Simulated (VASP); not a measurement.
# ZnS: single point with PBE

ZnS:

```xyz
4
Lattice="3.8455 0.0000 0.0000 -1.9227 3.3303 0.0000 0.0000 0.0000 6.3053" Properties=species:S:1:pos:R:3 pbc="T T T"
Zn    0.0000    2.2202    0.0329
Zn    1.9227    1.1101    3.1856
S     0.2250    2.6099    2.3946
S     1.9227    1.1101    5.5473
```

This cell differs from its parent crystal: atom 3 (S) moved -0.450 Å towards its neighbour atom 3 (S) at 3.845 Å.

```
Program             : VASP 6.6.1
Task                : single point
Functional          : PBE
Potentials or basis : VASP PAW PBE potentials, release 64 (Zn, S)
Cutoff              : 520 eV
k mesh              : 12 × 12 × 4
Occupations         : gaussian, width 0.05 eV
Spin                : no spin polarisation
```

| Property | Result |
| --- | --- |
| Pressure | 3.7 GPa |
| Largest force | 4.317 eV/Å |
| Band gap on the k mesh | 1.98 eV |

Forces on the atoms (eV/Å):
```
Zn   0.056  0.134  0.117
Zn  -0.215  3.687  1.271
S    0.096 -4.068 -1.442
S    0.064  0.247  0.054
```

Stress tensor (GPa, compression positive):
```
-1.68 -1.99 -0.62
-1.99 11.07  5.03
-0.62  5.03  1.73
```

Levels at points of the mesh, in eV from the valence-band top:
| k point | band 14 | band 15 | band 16 | band 17 | band 18 | band 19 | band 20 | band 21 | band 22 | band 23 |
| --- | --- | --- | --- | --- | --- | --- | --- | --- | --- | --- |
| (0.00, 0.00, 0.00) | -1.29 | -0.65 | -0.27 | -0.05 | 0.00 | 1.98 | 3.09 | 6.26 | 6.32 | 6.46 |
| (0.50, 0.00, 0.00) | -3.70 | -3.27 | -2.23 | -1.20 | -0.82 | 3.25 | 3.58 | 4.24 | 6.81 | 7.70 |
| (0.00, 0.50, 0.00) | -4.46 | -2.82 | -2.25 | -2.06 | -0.85 | 3.68 | 4.59 | 6.02 | 6.20 | 7.07 |
| (0.50, 0.50, 0.00) | -4.11 | -3.33 | -1.97 | -1.71 | -0.74 | 3.60 | 3.91 | 4.94 | 6.64 | 7.58 |
| (0.00, 0.00, 0.50) | -2.80 | -1.01 | -0.59 | -0.52 | -0.08 | 3.30 | 3.44 | 5.99 | 6.32 | 6.70 |
| (0.50, 0.00, 0.50) | -4.12 | -2.01 | -1.88 | -1.59 | -1.41 | 3.34 | 3.93 | 4.54 | 5.27 | 8.36 |
| (0.00, 0.50, 0.50) | -4.85 | -1.79 | -1.65 | -1.51 | -1.16 | 2.94 | 3.59 | 4.98 | 5.56 | 8.67 |
| (0.50, 0.50, 0.50) | -4.74 | -2.03 | -1.71 | -1.52 | -0.94 | 3.22 | 3.40 | 4.82 | 5.14 | 8.58 |

Run time: 4 min on 1 thread of Intel(R) Xeon(R) 6975P-C (Granite Rapids), with other jobs on the host, peak memory 0.58 GiB.

Caveat: the cell differs from its parent crystal (atom 3 (S) moved -0.450 Å towards its neighbour atom 3 (S) at 3.845 Å); the cell stands under pressure; forces of over 1 eV/Å act on the atoms, so gaps and moduli don't describe the material at rest. A k mesh can miss the band edges.
